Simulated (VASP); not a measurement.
Si (a cell with a defect), 17 atoms in the cell. The cell holds a defect, 17 atoms: a = 7.679 Å, b = 7.679 Å, c = 7.679 Å, α = 60.00°, β = 60.00°, γ = 60.00°. 

| Item | Value |
| --- | --- |
| Program | VASP 6.6.1 |
| Task | relaxation of the atoms |
| Functional | LDA |
| Potentials or basis | VASP PAW LDA potentials, release 64 (Si) |
| Cutoff | 520 eV |
| k mesh | 2 × 2 × 2 |
| Occupations | gaussian, width 0.05 eV |
| Spin | no spin polarisation |
| Dipole correction | no |
| Further INCAR settings | LREAL = Auto; ALGO = Normal; EDIFF = 1e-06; IBRION = 2; EDIFFG = -0.03; NSW = 80 |

Potentials or basis: VASP PAW LDA potentials, release 64 (Si).

The run is started by

```sh
$ cat potpaw_LDA.64/Si/POTCAR > POTCAR
$ mpirun -np 1 vasp_std > vasp.out
```

Hardware: 1 thread of Intel(R) Xeon(R) Platinum 8488C (Sapphire Rapids), with other jobs on the host.

**Question.** Estimate the wall time of this run.

**Answer.** Wall time 7.1 min on 1 thread of Intel(R) Xeon(R) Platinum 8488C (Sapphire Rapids) (shared host), peak memory 0.38 GiB. Counts: scf iterations 41, k points 8, ion steps 6.
